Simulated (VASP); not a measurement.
# AlRu in VASP: notebook

The runs below take AlRu through single point, with PBE.

Everything below comes from runs of VASP 6.6.1. Logs are shortened: lines on timing, memory, paths and dates and some standing lists are left out, and cuts for length are marked.

**1. The cell of the first run**

The structure is orthorhombic, space group Pmm2 (No. 25). The conventional cell has a = 3.004 Å, b = 6.008 Å, c = 3.004 Å, α = 90.00°, β = 90.00°, γ = 90.00°. Al (site symmetry m) has 8 Ru at 2.53 to 2.67 Å and 6 Al at 2.88 to 3.12 Å within 3.3 Å. Within 3.4 Å of Ru (site symmetry mm2) lie 8 Al at 2.60 to 2.67 Å and 6 Ru at 3.00 to 3.01 Å. Ru (site symmetry mm2) has 8 Al at 2.53 to 2.61 Å and 6 Ru at 3.00 to 3.01 Å within 3.3 Å.

**2. Single point, PBE (atoms displaced along a vibrational mode)**

Input file INCAR:

```
SYSTEM = AlRu
ALGO = Fast
EDIFF = 1E-7
ENCUT = 520
GGA = PE
ISIF = 2
ISMEAR = 0
LASPH = .True.
LCHARG = .False.
LREAL = .False.
LWAVE = .False.
NBANDS = 25
NELM = 60
PREC = Accurate
SIGMA = 0.15
```

Input file KPOINTS:

```
k-points
0
Gamma
  14 14 8
  0 0 0
```

Input file POSCAR:

```
AlRu
1.0
    3.0038895946      0.0000000000      0.0000000000
    0.0000000000      3.0038895946      0.0000000000
    0.0000000000      0.0000000000      6.0077791893
Al Ru
2 2
Direct
    0.0000000000      0.0000000000     -0.0099870515
    0.0000000000      0.0000000000      0.5099870515
    0.4784279688      0.5000000000      0.2500000000
    0.5215720312      0.5000000000      0.7500000000
```

Potentials or basis: VASP PAW PBE potentials, release 64 (Al, Ru_pv).

Started as:

```bash
$ cat potpaw_PBE.64/Al/POTCAR potpaw_PBE.64/Ru_pv/POTCAR > POTCAR
$ mpirun -np 1 vasp_std > vasp.out
```

OUTCAR:

```text
SYSTEM = AlRu
   EDIFF = 1E-7
   ENCUT = 520
   GGA = PE
   ISIF = 2
   ISMEAR = 0
   LASPH = .True.
   LREAL = .False.
   NELM = 60
   PREC = Accurate

 ion  position               nearest neighbor table
   1  0.000  0.000  0.990-   4 2.53   4 2.53   3 2.60   3 2.60   4 2.61   4 2.61   3 2.67   3 2.67
                             2 2.88   2 3.12
   2  0.000  0.000  0.510-   4 2.53   4 2.53   3 2.60   3 2.60   4 2.61   4 2.61   3 2.67   3 2.67
                             1 2.88   1 3.12
   3  0.478  0.500  0.250-   1 2.60   2 2.60   1 2.60   2 2.60   1 2.67   2 2.67   1 2.67   2 2.67
                             4 3.01   4 3.01
   4  0.522  0.500  0.750-   1 2.53   2 2.53   1 2.53   2 2.53   1 2.61   2 2.61   1 2.61   2 2.61
                             3 3.01   3 3.01

  LATTYP: Found a simple tetragonal cell.
 ALAT       =     3.0038895946
 C/A-ratio  =     2.0000000000

  Lattice vectors:

 A1 = (   3.0038895946,   0.0000000000,   0.0000000000)
 A2 = (   0.0000000000,   3.0038895946,   0.0000000000)
 A3 = (   0.0000000000,   0.0000000000,   6.0077791893)

Analysis of symmetry for initial positions (statically):
=====================================================================
 Subroutine PRICEL returns:
 Original cell was already a primitive cell.

 Routine SETGRP: Setting up the symmetry group for a
 simple tetragonal supercell.

 Subroutine GETGRP returns: Found  4 space group operations
 (whereof  2 operations were pure point group operations)
 out of a pool of 16 trial point group operations.

The static configuration has the point symmetry C_1h.
 The point group associated with its full space group is C_2v.

Analysis of symmetry for dynamics (positions and initial velocities):
=====================================================================
 Subroutine PRICEL returns:
 Original cell was already a primitive cell.

 Routine SETGRP: Setting up the symmetry group for a
 simple tetragonal supercell.

 Subroutine GETGRP returns: Found  4 space group operations
 (whereof  2 operations were pure point group operations)
 out of a pool of 16 trial point group operations.

The dynamic configuration has the point symmetry C_1h.
 The point group associated with its full space group is C_2v.

 Subroutine INISYM returns: Found  4 space group operations
 (whereof  2 operations are pure point group operations),
 and found     1 'primitive' translations

----------------------------------------------------------------------------------------
[... 98 lines left out ...]
   LREAL  =      F    real-space projection
   EDIFFG = 0.1E-05   stopping-criterion for IOM
   NSW    =      0    number of steps for IOM
   IBRION =     -1    ionic relax: 0-MD 1-quasi-New 2-CG
   NFREE  =      0    steps in history (QN), initial steepest desc. (CG)
   ISIF   =      2    stress and relaxation
   ISYM   =      2    0-nonsym 1-usesym 2-fastsym
   POTIM  = 0.5000    time-step for ionic-motion
   TEBEG  =    0.0;   TEEND  =   0.0 temperature during run
   PSTRESS=    0.0 pullay stress
   NELECT =      34.0000    total number of electrons
   NUPDOWN=      -1.0000    fix difference up-down
   EMIN   =  10.00;   EMAX   =-10.00  energy-range for DOS
   EFERMI =   0.00;   METHOD = LEGACY
   ISMEAR =     0;   SIGMA  =   0.15  broadening in eV -4-tet -1-fermi 0-gaus
   EFERMI_NEDOS =   21; number of points for ismear=-14 and -15
   IALGO  =     68    algorithm
   IMIX   =      4    mixing-type and parameters
     AMIX     =   0.40;   BMIX     =  1.00
     AMIX_MAG =   1.60;   BMIX_MAG =  1.00
  volume/ion in A,a.u.               =      13.55        91.46
  Fermi-wavevector in a.u.,A,eV,Ry     =   1.401330  2.648130 26.718122  1.963727
  Thomas-Fermi vector in A             =   2.524202
   LORBIT       =      0    0 simple, 1 ext, 2 COOP (PROOUT), +10 PAW based schemes
   GGA     = PE    functional components
   LHFCALC =     F    Hartree Fock is set to
   AEXX    =    0.0000 exact exchange contribution
   IVDW    =     0    specifies the selected vdW correction
   LEPSILON=     F    determine dielectric tensor
   LRPA    =     F    only Hartree local field effects (RPA)
 non-spin polarized calculation
 RMM-DIIS sequential band-by-band and
 Gauss-broadening in eV      SIGMA  =   0.15
  energy-cutoff  :      520.00
  volume of cell :       54.21
 maximum number of plane-waves:      1486
 NGX is ok and might be reduce to    24
   NGX = 11   NGY = 11   NGZ = 23

 number of electron      33.9999992 magnetization

 Free energy of the ion-electron system (eV)
  ---------------------------------------------------
  ext. energy  EPLUGINS =         0.00000000
  ---------------------------------------------------
  free energy    TOTEN  =       -28.45341559 eV

  energy without entropy =      -28.41165890  energy(sigma->0) =      -28.43253724

 E-fermi :  10.5496     XC(G=0): -12.5001

 val. band max:       10.5493783099   @ k =   0.0000   0.0714   0.1250
 cond. band min:      10.5513486440   @ k =   0.0714   0.0000   0.1250
 fundamental gap:      0.0019703341
 Fermi energy:        10.5495583068

 k-point     1 :       0.0000    0.0000    0.0000
  band No.  band energies     occupation
      1     -31.4165      2.00000
      2     -31.2229      2.00000
      3     -31.2191      2.00000
      4     -31.2191      2.00000
      5     -31.1997      2.00000
      6     -31.1969      2.00000
[... 661 lines left out ...]
     24      19.7722      0.00000
     25      20.0866      0.00000

 [... further k-points ...]

------------------------ aborting loop because EDIFF is reached ----------------------------------------

  FORCE on cell =-STRESS in cart. coord.  units (eV):
  Direction    XX          YY          ZZ          XY          YZ          ZX
  --------------------------------------------------------------------------------------
  -------------------------------------------------------------------------------------
  Total        0.2061651      0.2670412      0.2787665      0.0000000      0.0000000      0.0000000
  in kB        6.0931790      7.8923624      8.2389008      0.0000000      0.0000000      0.0000000
  external PRESSURE =       7.4081474 kB  Pullay stress =       0.0000000 kB

 VOLUME and BASIS-vectors are now :
 -----------------------------------------------------------------------------
  energy-cutoff  :      520.00
  volume of cell :       54.21
      direct lattice vectors                 reciprocal lattice vectors
     3.003889595  0.000000000  0.000000000     0.332901716  0.000000000  0.000000000
     0.000000000  3.003889595  0.000000000     0.000000000  0.332901716  0.000000000
     0.000000000  0.000000000  6.007779189     0.000000000  0.000000000  0.166450858

 POSITION                                       TOTAL-FORCE (eV/Angst)
 -----------------------------------------------------------------------------------
      0.00000      0.00000      5.94778         0.089413      0.000000      0.653453
      0.00000      0.00000      3.06389         0.089413      0.000000     -0.653453
      1.43714      1.50194      1.50194         0.497405      0.000000     -0.000000
      1.56674      1.50194      4.50583        -0.676231      0.000000     -0.000000
 -----------------------------------------------------------------------------------
    total drift:                                0.000008      0.000000      0.000000

  FREE ENERGIE OF THE ION-ELECTRON SYSTEM (eV)
  ---------------------------------------------------
  free  energy   TOTEN  =       -28.4534155881 eV

  energy  without entropy=      -28.4116588976  energy(sigma->0) =      -28.43253724
```

Wall time 5.1 min (1 thread of Intel Xeon Platinum 8259CL at 2.50GHz (Skylake/Cascade Lake), shared host); peak memory 0.45 GiB.

Results:

```
Free energy            : -28.4534 eV
Pressure               : 0.7 GPa
Largest force          : 0.676 eV/Å
Band gap on the k mesh : zero (bands 17 and 18 overlap by 2.63 eV)
```

Forces in eV/Å, atoms in the order of the input:
```
Al   0.089  0.000  0.653
Al   0.089  0.000 -0.653
Ru   0.497  0.000  0.000
Ru  -0.676  0.000  0.000
```

Caveat: the cell differs from its parent crystal (atoms displaced along a vibrational mode).

**3. Single point, PBE (atoms displaced along a vibrational mode)**

Input file INCAR:

```
SYSTEM = AlRu
PREC = Accurate ; ENCUT = 520
EDIFF = 1E-7 ; ISMEAR = 0
SIGMA = 0.15 ; LREAL = .False.
LASPH = .True. ; NELM = 60
ALGO = Fast ; ISIF = 2
LWAVE = .False. ; LCHARG = .False.
GGA = PE ; NBANDS = 25
```

Input file KPOINTS:

```
Automatic mesh
0
Gamma
  14 14 8
  0 0 0
```

POSCAR: that of step 2 with these lines changed.

```diff
@@ -10,3 +10,3 @@
     0.0000000000      0.0000000000      0.5099870515
-    0.4784279688      0.5000000000      0.2500000000
-    0.5215720312      0.5000000000      0.7500000000
+    0.4892139844      0.5000000000      0.2500000000
+    0.5107860156      0.5000000000      0.7500000000
```

Potentials or basis: VASP PAW PBE potentials, release 64 (Al, Ru_pv).

Started as:

```bash
$ cat potpaw_PBE.64/Al/POTCAR potpaw_PBE.64/Ru_pv/POTCAR > POTCAR
$ mpirun -np 1 vasp_std > vasp.out
```

It took 5.1 min on 1 thread of Intel Xeon Platinum 8259CL at 2.50GHz (Skylake/Cascade Lake), shared host; peak memory 0.45 GiB.

The run converged. Its results:

```yaml
Free_energy: -28.4821 eV
Pressure: 0.5 GPa
Largest_force: 0.652 eV/Å
Band_gap_on_the_k_mesh: zero (bands 17 and 18 overlap by 2.68 eV)
```

Forces in eV/Å, atoms in the order of the input:
```
Al   0.045  0.000  0.650
Al   0.045  0.000 -0.650
Ru   0.251  0.000  0.000
Ru  -0.341  0.000  0.000
```

Levels at points of the mesh, in eV from the Fermi level:
```csv
k point,band 15,band 16,band 17,band 18,band 19,band 20
"(0.00, 0.00, 0.00)",0.12,0.16,0.16,0.44,2.23,6.00
"(0.50, 0.00, 0.00)",-1.30,-1.16,-1.10,0.41,1.49,2.24
"(0.00, 0.50, 0.00)",-1.35,-1.15,-1.10,0.41,1.49,2.23
"(0.50, 0.50, 0.00)",-1.15,1.48,1.58,1.60,2.50,4.09
"(0.00, 0.00, 0.50)",-0.77,-0.77,0.18,0.38,3.02,3.10
"(0.50, 0.00, 0.50)",-1.43,-1.22,-0.54,-0.38,2.04,2.13
"(0.00, 0.50, 0.50)",-1.46,-1.21,-0.54,-0.38,2.04,2.13
"(0.50, 0.50, 0.50)",1.50,1.58,1.64,1.66,2.06,2.07
```

Caveat: the cell differs from its parent crystal (atoms displaced along a vibrational mode).

**4. Single point, PBE (atoms displaced along a vibrational mode)**

Input file INCAR:

```
SYSTEM = AlRu
  ALGO = Fast
  EDIFF = 1E-6
  ENCUT = 520
  GGA = PE
  ISIF = 2
  ISMEAR = 0
  LASPH = .True.
  LCHARG = .False.
  LREAL = .False.
  LWAVE = .False.
  NBANDS = 25
  NELM = 100
  PREC = Accurate
  SIGMA = 0.15
```

Input file KPOINTS:

```
k-points
0
Gamma
  14 14 8
  0 0 0
```

Input file POSCAR:

```
AlRu
1.0
    3.0038895946      0.0000000000      0.0000000000
    0.0000000000      3.0038895946      0.0000000000
    0.0000000000      0.0000000000      6.0077791893
Al Ru
2 2
Direct
    0.0000000000      0.0000000000     -0.0024967629
    0.0000000000      0.0000000000      0.5024967629
    0.4784279688      0.5000000000      0.2500000000
    0.5215720312      0.5000000000      0.7500000000
```

Started as:

```bash
$ cat potpaw_PBE.64/Al/POTCAR potpaw_PBE.64/Ru_pv/POTCAR > POTCAR
$ mpirun -np 1 vasp_std > vasp.out
```

Wall time 4.3 min (1 thread of Intel Xeon Platinum 8259CL at 2.50GHz (Skylake/Cascade Lake), shared host); peak memory 0.44 GiB.

Results (log left out):

* Free energy: -28.4900 eV
* Pressure: 0.4 GPa
* Largest force: 0.605 eV/Å
* Band gap on the k mesh: zero (bands 17 and 18 overlap by 2.87 eV)

Forces on the atoms (eV/Å):
```
Al   0.022  0.000  0.163
Al   0.022  0.000 -0.163
Ru   0.560  0.000  0.000
Ru  -0.605  0.000  0.000
```

Stress tensor (GPa, compression positive):
```
0.35 0.00 0.00
0.00 0.52 0.00
0.00 0.00 0.34
```

Levels at points of the mesh, in eV from the Fermi level:
```csv
k point,band 15,band 16,band 17,band 18,band 19,band 20
"(0.00, 0.00, 0.00)",0.14,0.16,0.17,0.42,2.21,6.02
"(0.50, 0.00, 0.00)",-1.19,-1.15,-1.14,0.40,1.48,2.26
"(0.00, 0.50, 0.00)",-1.30,-1.14,-1.12,0.40,1.49,2.25
"(0.50, 0.50, 0.00)",-1.16,1.51,1.59,1.60,2.56,4.07
"(0.00, 0.00, 0.50)",-0.83,-0.81,0.27,0.32,3.06,3.08
"(0.50, 0.00, 0.50)",-1.41,-1.33,-0.47,-0.43,2.09,2.11
"(0.00, 0.50, 0.50)",-1.35,-1.27,-0.46,-0.42,2.09,2.11
"(0.50, 0.50, 0.50)",1.54,1.56,1.78,1.82,1.88,1.92
```

Caveat: the cell differs from its parent crystal (atoms displaced along a vibrational mode).

**5. Single point, PBE (atoms displaced along a vibrational mode)**

Input file INCAR:

```
ALGO     = Fast           # electronic algorithm
EDIFF    = 1E-6           # SCF threshold, eV
ENCUT    = 520            # plane-wave cutoff, eV
GGA      = PE             # functional
ISIF     = 2              # what is computed and relaxed
ISMEAR   = 0              # smearing method
LASPH    = True           # aspherical terms in the spheres
LCHARG   = False          # write CHGCAR
LREAL    = False          # projectors in reciprocal space
LWAVE    = False          # write WAVECAR
NBANDS   = 25             # bands
NELM     = 60             # most SCF steps
PREC     = Accurate       # precision mode
SIGMA    = 0.15           # smearing width, eV
```

Input file KPOINTS:

```
k-points
0
Gamma
  14 14 8
```

Input file POSCAR:

```
AlRu
1.0
    3.0038895946      0.0000000000      0.0000000000
    0.0000000000      3.0038895946      0.0000000000
    0.0000000000      0.0000000000      6.0077791893
Al Ru
2 2
Direct
    0.0000000000      0.0000000000     -0.0099870515
    0.0000000000      0.0000000000      0.5099870515
    0.4730349610      0.5000000000      0.2500000000
    0.5269650390      0.5000000000      0.7500000000
```

Started as:

```bash
$ cat potpaw_PBE.64/Al/POTCAR potpaw_PBE.64/Ru_pv/POTCAR > POTCAR
$ mpirun -np 1 vasp_std > vasp.out
```

It took 4.6 min on 1 thread of Intel Xeon Platinum 8259CL at 2.50GHz (Skylake/Cascade Lake), shared host; peak memory 0.45 GiB.

It converged, with:

| Item | Value |
| --- | --- |
| Free energy | -28.4321 eV |
| Pressure | 1.0 GPa |
| Largest force | 0.841 eV/Å |
| Band gap on the k mesh | zero (bands 17 and 18 overlap by 2.60 eV) |

Forces in eV/Å, atoms in the order of the input:
```
Al   0.112  0.000  0.657
Al   0.112  0.000 -0.657
Ru   0.617  0.000  0.000
Ru  -0.841  0.000  0.000
```

Stress tensor (GPa, compression positive):
```
0.80 0.00 0.00
0.00 1.08 0.00
0.00 0.00 1.10
```

Levels at points of the mesh, in eV from the Fermi level:
```
           k point  band 15  band 16  band 17  band 18  band 19  band 20
(0.00, 0.00, 0.00)     0.12     0.13     0.15     0.44     2.19     6.01
(0.50, 0.00, 0.00)    -1.15    -1.13    -1.10     0.39     1.47     2.26
(0.00, 0.50, 0.00)    -1.30    -1.11    -1.10     0.39     1.48     2.24
(0.50, 0.50, 0.00)    -1.17     1.49     1.59     1.60     2.59     4.05
(0.00, 0.00, 0.50)    -0.77    -0.75     0.19     0.38     3.05     3.12
(0.50, 0.00, 0.50)    -1.34    -1.22    -0.54    -0.38     2.05     2.14
(0.00, 0.50, 0.50)    -1.45    -1.14    -0.52    -0.36     2.05     2.14
(0.50, 0.50, 0.50)     1.50     1.58     1.60     1.66     2.00     2.07
```

Caveat: the cell differs from its parent crystal (atoms displaced along a vibrational mode).

[end of part 1 of 2]
